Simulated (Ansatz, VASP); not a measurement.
## InP: VASP beside Ansatz

```xyz
2
Lattice="0.0000 2.8744 2.8744 2.8744 0.0000 2.8744 2.8744 2.8744 0.0000" Properties=species:S:1:pos:R:3 pbc="T T T"
In    0.0000    0.0000    0.0000
P     1.4372    1.4372    1.4372
```

Change from the starting cell: volume scaled by 0.94, ions relaxed.

Alike in both runs: functional PBE; k mesh 13 × 13 × 13; occupations fermi-dirac, width 0.02 eV; no spin polarisation.

Ansatz relaxed the structure, and its values are those at the end. VASP's run is a single point on that final structure, the one shown.

|  | VASP | Ansatz |
| --- | --- | --- |
| version | VASP 6.6.1 | Ansatz 0.2.0 |
| potentials or method | VASP PAW PBE potentials, release 64 (In_d, P) | plane-wave PAW, scalar-relativistic |
| plane-wave cutoff (eV) | 520 | 420 |
| valence electrons in the cell | 18 | 18 |

|  | VASP | Ansatz | Ansatz less VASP |
| --- | --- | --- | --- |
| gap on the k mesh at the Fermi level (eV) | 1.03 | 1.03 | +0.003 |
| pressure (GPa) | 8.2 | 8.3 | +0.09 |

Ansatz's warnings: stress scf threshold loose.
